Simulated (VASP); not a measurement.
# Ru (P6_3/mmc) in VASP: single point with LDA

Aim: the single point of Ru with LDA.

Everything below comes from runs of VASP 6.6.1. Logs are shortened: lines on timing, memory, paths and dates and some standing lists are left out, and cuts for length are marked.

## Step 1: The cell of the first run

The structure is hexagonal, space group P6_3/mmc (No. 194). The conventional cell has a = 2.673 Å, b = 2.673 Å, c = 4.230 Å, α = 90.00°, β = 90.00°, γ = 120.00°. Within 3.5 Å of Ru (site symmetry -6m2) lie 12 Ru at 2.62 to 2.67 Å.

## Step 2: Single point, LDA

INCAR reads:

```
SYSTEM = Ru
PREC = Accurate ; ENCUT = 560
EDIFF = 1E-6 ; ISMEAR = 0
SIGMA = 0.05 ; LREAL = .False.
LASPH = .True. ; NELM = 120
ALGO = Normal ; ISIF = 2
LWAVE = .False. ; LCHARG = .True.
LELF = .True. ; LVHAR = .True.
NBANDS = 23 ; GGA_COMPAT = .False.
```

KPOINTS reads:

```
Automatic mesh
0
Gamma
  10 10 6
  0 0 0
```

POSCAR reads:

```
Ru
1.0
    2.6731985157      0.0000000000      0.0000000000
   -1.3365992578      2.3150578239      0.0000000000
    0.0000000000      0.0000000000      4.2303080771
Ru
2
Direct
    0.3333333333      0.6666666667      0.2500000000
    0.6666666667      0.3333333333      0.7500000000
```

Potentials or basis: VASP PAW LDA potentials, release 64 (Ru_sv).

The run is started by

```
$ cat potpaw_LDA.64/Ru_sv/POTCAR > POTCAR
$ mpirun -np 1 vasp_std > vasp.out
```

OUTCAR:

```text
SYSTEM = Ru
   PREC = Accurate
   ENCUT = 560
   EDIFF = 1E-6
   ISMEAR = 0
   LREAL = .False.
   LASPH = .True.
   NELM = 120
   ISIF = 2

 ion  position               nearest neighbor table
   1  0.333  0.667  0.250-   2 2.62   2 2.62   2 2.62   2 2.62   2 2.62   2 2.62
   2  0.667  0.333  0.750-   1 2.62   1 2.62   1 2.62   1 2.62   1 2.62   1 2.62

  LATTYP: Found a hexagonal cell.
 ALAT       =     2.6731985157
 C/A-ratio  =     1.5824893109

  Lattice vectors:

 A1 = (   2.6731985157,   0.0000000000,   0.0000000000)
 A2 = (  -1.3365992578,   2.3150578239,   0.0000000000)
 A3 = (   0.0000000000,   0.0000000000,   4.2303080771)

Analysis of symmetry for initial positions (statically):
=====================================================================
 Subroutine PRICEL returns:
 Original cell was already a primitive cell.

 Routine SETGRP: Setting up the symmetry group for a
 hexagonal supercell.

 Subroutine GETGRP returns: Found 24 space group operations
 (whereof 12 operations were pure point group operations)
 out of a pool of 24 trial point group operations.

The static configuration has the point symmetry D_3d.
 The point group associated with its full space group is D_6h.

Analysis of symmetry for dynamics (positions and initial velocities):
=====================================================================
 Subroutine PRICEL returns:
 Original cell was already a primitive cell.

 Routine SETGRP: Setting up the symmetry group for a
 hexagonal supercell.

 Subroutine GETGRP returns: Found 24 space group operations
 (whereof 12 operations were pure point group operations)
 out of a pool of 24 trial point group operations.

The dynamic configuration has the point symmetry D_3d.
 The point group associated with its full space group is D_6h.

 Subroutine INISYM returns: Found 24 space group operations
 (whereof 12 operations are pure point group operations),
 and found     1 'primitive' translations

----------------------------------------------------------------------------------------

                                     Primitive cell

  volume of cell :      26.1797

  direct lattice vectors                    reciprocal lattice vectors
     2.673198516  0.000000000  0.000000000     0.374083703  0.215977327  0.000000000
    -1.336599258  2.315057824  0.000000000     0.000000000  0.431954653  0.000000000
     0.000000000  0.000000000  4.230308077     0.000000000  0.000000000  0.236389403

  length of vectors
     2.673198516  2.673198516  4.230308077     0.431954653  0.431954653  0.236389403

  position of ions in fractional coordinates (direct lattice)
     0.333333333  0.666666667  0.250000000
     0.666666667  0.333333333  0.750000000

  ion indices of the primitive-cell ions
   primitive index   ion index
                 1           1
                 2           2

----------------------------------------------------------------------------------------

 KPOINTS: Automatic mesh

Automatic generation of k-mesh.
 Grid dimensions read from file:
 generate k-points for:   10   10    6

 Generating k-lattice:

  Cartesian coordinates                     Fractional coordinates (reciprocal lattice)
     0.037408370  0.021597733  0.000000000     0.100000000  0.000000000  0.000000000
     0.000000000  0.043195465  0.000000000     0.000000000  0.100000000  0.000000000
     0.000000000  0.000000000  0.039398234     0.000000000  0.000000000  0.166666667

  Length of vectors
     0.043195465  0.043195465  0.039398234

  Shift w.r.t. Gamma in fractional coordinates (k-lattice)
     0.000000000  0.000000000  0.000000000

 Subroutine IBZKPT returns following result:
 ===========================================

 Found     56 irreducible k-points:

 Following reciprocal coordinates:
            Coordinates               Weight
  0.000000  0.000000  0.000000      1.000000
  0.100000  0.000000  0.000000      6.000000
  0.200000  0.000000  0.000000      6.000000
  0.300000 -0.000000  0.000000      6.000000
  0.400000  0.000000  0.000000      6.000000
  0.500000  0.000000  0.000000      3.000000
[... 16 lines left out ...]
  0.300000  0.100000  0.166667     24.000000
  0.400000  0.100000  0.166667     24.000000
 [... further k-points ...]
   k-points           NKPTS =     56   k-points in BZ     NKDIM =     56   number of bands    NBANDS=     23
   number of dos      NEDOS =    301   number of ions     NIONS =      2
   total plane-waves  NPLWV =  20736
   dimension x,y,z NGX =    24 NGY =   24 NGZ =   36
   dimension x,y,z NGXF=    48 NGYF=   48 NGZF=   72
   ions per type =               2
   NGX,Y,Z   is equivalent  to a cutoff of  14.93, 14.93, 14.15 a.u.
   NGXF,Y,Z  is equivalent  to a cutoff of  29.85, 29.85, 28.30 a.u.
 SYSTEM =  Ru
   PREC   = accura    normal or accurate (medium, high low for compatibility)
   ISTART =      0    job   : 0-new  1-cont  2-samecut
   ICHARG =      2    charge: 1-file 2-atom 10-const
   ISPIN  =      1    spin polarized calculation?
   LNONCOLLINEAR =      F non collinear calculations
   LSORBIT =      F    spin-orbit coupling
   LASPH  =      T    aspherical Exc in radial PAW
   ENCUT  =  560.0 eV  41.16 Ry    6.42 a.u.   5.16  5.16  8.16*2*pi/ulx,y,z
   NELM   =    120;   NELMIN=  2; NELMDL= -5     # of ELM steps
   EDIFF  = 0.1E-05   stopping-criterion for ELM
   LREAL  =      F    real-space projection
   EDIFFG = 0.1E-04   stopping-criterion for IOM
   NSW    =      0    number of steps for IOM
   IBRION =     -1    ionic relax: 0-MD 1-quasi-New 2-CG
   NFREE  =      0    steps in history (QN), initial steepest desc. (CG)
   ISIF   =      2    stress and relaxation
   ISYM   =      2    0-nonsym 1-usesym 2-fastsym
   POTIM  = 0.5000    time-step for ionic-motion
   TEBEG  =    0.0;   TEEND  =   0.0 temperature during run
   PSTRESS=    0.0 pullay stress
   NELECT =      32.0000    total number of electrons
   NUPDOWN=      -1.0000    fix difference up-down
   EMIN   =  10.00;   EMAX   =-10.00  energy-range for DOS
   EFERMI =   0.00;   METHOD = LEGACY
   ISMEAR =     0;   SIGMA  =   0.05  broadening in eV -4-tet -1-fermi 0-gaus
   EFERMI_NEDOS =   21; number of points for ismear=-14 and -15
   IALGO  =     38    algorithm
   IMIX   =      4    mixing-type and parameters
     AMIX     =   0.40;   BMIX     =  1.00
     AMIX_MAG =   1.60;   BMIX_MAG =  1.00
  volume/ion in A,a.u.               =      13.09        88.33
  Fermi-wavevector in a.u.,A,eV,Ry     =   1.750397  3.307770 41.686733  3.063888
  Thomas-Fermi vector in A             =   2.821124
   LORBIT       =      0    0 simple, 1 ext, 2 COOP (PROOUT), +10 PAW based schemes
   GGA     = CA    functional components
   LHFCALC =     F    Hartree Fock is set to
   AEXX    =    0.0000 exact exchange contribution
   IVDW    =     0    specifies the selected vdW correction
   LEPSILON=     F    determine dielectric tensor
   LRPA    =     F    only Hartree local field effects (RPA)
 non-spin polarized calculation
 Gauss-broadening in eV      SIGMA  =   0.05
  energy-cutoff  :      560.00
  volume of cell :       26.18
 maximum number of plane-waves:       808
 NGX is ok and might be reduce to    24
   NGX = 11   NGY = 11   NGZ = 17

 number of electron      32.0000003 magnetization

 Free energy of the ion-electron system (eV)
  ---------------------------------------------------
  ext. energy  EPLUGINS =         0.00000000
  ---------------------------------------------------
  free energy    TOTEN  =       -21.37803061 eV

  energy without entropy =      -21.37464192  energy(sigma->0) =      -21.37633626

 E-fermi :  15.7507     XC(G=0): -14.7441

 val. band max:       15.7505245996   @ k =   0.3000   0.1000   0.1667
 cond. band min:      15.7934404893   @ k =   0.3000  -0.0000   0.0000
 fundamental gap:      0.0429158897
 Fermi energy:        15.7507038105

 k-point     1 :       0.0000    0.0000    0.0000
  band No.  band energies     occupation
      1     -57.1058      2.00000
      2     -56.8620      2.00000
      3     -27.8911      2.00000
      4     -26.8192      2.00000
      5     -26.8192      2.00000
      6     -26.6258      2.00000
[... 15 lines left out ...]
     22      30.5975      0.00000
     23      33.1254      0.00000

 k-point     2 :       0.1000    0.0000    0.0000
  band No.  band energies     occupation
      1     -57.0886      2.00000
      2     -56.8553      2.00000
      3     -27.8523      2.00000
      4     -26.9018      2.00000
      5     -26.8469      2.00000
      6     -26.7112      2.00000
[... 15 lines left out ...]
     22      31.2548      0.00000
     23      33.5543      0.00000

 k-point     3 :       0.2000    0.0000    0.0000
  band No.  band energies     occupation
      1     -57.0423      2.00000
      2     -56.8390      2.00000
      3     -27.7436      2.00000
      4     -27.1179      2.00000
      5     -26.9283      2.00000
      6     -26.9163      2.00000
[... 15 lines left out ...]
     22      31.5910      0.00000
     23      33.4782      0.00000

 k-point     4 :       0.3000   -0.0000    0.0000
  band No.  band energies     occupation
      1     -56.9806      2.00000
      2     -56.8228      2.00000
      3     -27.5871      2.00000
      4     -27.3843      2.00000
      5     -27.1853      2.00000
      6     -26.9977      2.00000
[... 15 lines left out ...]
     22      28.6620      0.00000
     23      31.7391      0.00000

 k-point     5 :       0.4000    0.0000    0.0000
  band No.  band energies     occupation
      1     -56.9237      2.00000
      2     -56.8164      2.00000
      3     -27.5988      2.00000
      4     -27.4234      2.00000
      5     -27.3851      2.00000
      6     -27.0612      2.00000
[... 15 lines left out ...]
     22      26.9511      0.00000
     23      29.7838      0.00000

 k-point     6 :       0.5000    0.0000    0.0000
  band No.  band energies     occupation
      1     -56.8978      2.00000
      2     -56.8180      2.00000
      3     -27.6803      2.00000
      4     -27.4598      2.00000
      5     -27.3386      2.00000
      6     -27.0849      2.00000
[... 15 lines left out ...]
     22      28.0113      0.00000
     23      28.8724      0.00000

 k-point     7 :       0.1000    0.1000    0.0000
  band No.  band energies     occupation
      1     -57.0569      2.00000
      2     -56.8438      2.00000
      3     -27.7786      2.00000
      4     -27.0307      2.00000
      5     -26.9488      2.00000
      6     -26.8151      2.00000
[... 353 lines left out ...]
     22      27.4874      0.00000
     23      29.6430      0.00000

 k-point    21 :       0.1000    0.1000    0.1667
  band No.  band energies     occupation
      1     -57.0428      2.00000
      2     -56.8583      2.00000
      3     -27.7183      2.00000
      4     -27.0053      2.00000
      5     -26.9613      2.00000
      6     -26.8521      2.00000
[... 15 lines left out ...]
     22      31.6748      0.00000
     23      33.7201      0.00000

 k-point    22 :       0.2000    0.1000    0.1667
  band No.  band energies     occupation
      1     -56.9911      2.00000
      2     -56.8395      2.00000
      3     -27.6305      2.00000
      4     -27.2165      2.00000
      5     -27.1536      2.00000
      6     -26.9518      2.00000
[... 15 lines left out ...]
     22      30.5813      0.00000
     23      32.0492      0.00000

 k-point    23 :       0.3000    0.1000    0.1667
  band No.  band energies     occupation
      1     -56.9342      2.00000
      2     -56.8256      2.00000
      3     -27.6130      2.00000
      4     -27.4058      2.00000
      5     -27.2672      2.00000
      6     -27.0468      2.00000
[... 15 lines left out ...]
     22      28.6199      0.00000
     23      30.2000      0.00000

 k-point    24 :       0.4000    0.1000    0.1667
  band No.  band energies     occupation
      1     -56.8926      2.00000
      2     -56.8231      2.00000
      3     -27.6978      2.00000
      4     -27.4993      2.00000
      5     -27.2467      2.00000
      6     -27.0858      2.00000
[... 15 lines left out ...]
     22      28.2879      0.00000
     23      28.7891      0.00000

 [... further k-points ...]
[... 5 lines left out ...]
  --------------------------------------------------------------------------------------
  -------------------------------------------------------------------------------------
  Total        0.3765259      0.3765259     -0.4653119      0.0000000      0.0000000      0.0000000
  in kB       23.0430707     23.0430707    -28.4767024      0.0000000      0.0000000      0.0000000
  external PRESSURE =       5.8698130 kB  Pullay stress =       0.0000000 kB

 VOLUME and BASIS-vectors are now :
 -----------------------------------------------------------------------------
  energy-cutoff  :      560.00
  volume of cell :       26.18
      direct lattice vectors                 reciprocal lattice vectors
     2.673198516  0.000000000  0.000000000     0.374083703  0.215977327  0.000000000
    -1.336599258  2.315057824  0.000000000     0.000000000  0.431954653  0.000000000
     0.000000000  0.000000000  4.230308077     0.000000000  0.000000000  0.236389403

 POSITION                                       TOTAL-FORCE (eV/Angst)
 -----------------------------------------------------------------------------------
     -0.00000      1.54337      1.05758        -0.000000      0.000000      0.000000
      1.33660      0.77169      3.17273         0.000000     -0.000000      0.000000
 -----------------------------------------------------------------------------------
    total drift:                               -0.000000      0.000000     -0.000000

  FREE ENERGIE OF THE ION-ELECTRON SYSTEM (eV)
  ---------------------------------------------------
  free  energy   TOTEN  =       -21.3780306059 eV

  energy  without entropy=      -21.3746419181  energy(sigma->0) =      -21.37633626
```

Run time: 12 s. Hardware: 1 thread of Intel Xeon 6975P-C (Granite Rapids), shared host; peak memory 0.15 GiB.

Results:

```
Free energy            : -21.3780 eV
Pressure               : 0.6 GPa
Band gap on the k mesh : zero (bands 16 and 17 overlap by 3.42 eV)
```

Stress tensor (GPa, compression positive):
```
 2.30  0.00  0.00
 0.00  2.30  0.00
 0.00  0.00 -2.85
```

Caveat: the stress differs along the axes, from -3 to 2 GPa.

The gap in the log of VASP goes by the Fermi energy; the results here count the filled bands.